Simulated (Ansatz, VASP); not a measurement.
## Two plane-wave programs on Sn4Ge

```xyz
5
Lattice="1.7475 1.0089 12.5371 -1.7475 1.0089 12.5371 0.0000 -2.0178 12.5371" Properties=species:S:1:pos:R:3 pbc="T T T"
Sn    0.0000    0.0000   11.2790
Sn    0.0000    0.0000   33.6289
Sn    0.0000    0.0000    3.9824
Sn    0.0000    0.0000   26.3323
Ge    0.0000    0.0000   18.8057
```

Alike in both runs: functional PBE; k mesh 6 × 6 × 6; occupations gaussian, width 0.1 eV; no spin polarisation.

Ansatz relaxed the structure, and its values are those at the end. VASP's run is a single point on that final structure, the one shown.

|  | VASP | Ansatz |
| --- | --- | --- |
| version | VASP 6.6.1 | Ansatz 0.2.0 |
| potentials or method | VASP PAW PBE potentials, release 64 (Sn_d, Ge_d), cutoff 520 eV | scalar-relativistic, plane waves, PAW |
| valence electrons in the cell | 70 | 70 |

```csv
,VASP,Ansatz,Ansatz less VASP
gap on the k mesh at the Fermi level (eV),none,none,-
pressure (GPa),0.1,0.2,+0.04
rms of the force components (eV/Å),0.008,0.007,-0.0002
```

A gap of «none» marks a metal or a gap that the smearing closes. The functional is the same, so the differences come from potentials, cutoffs and numerics.
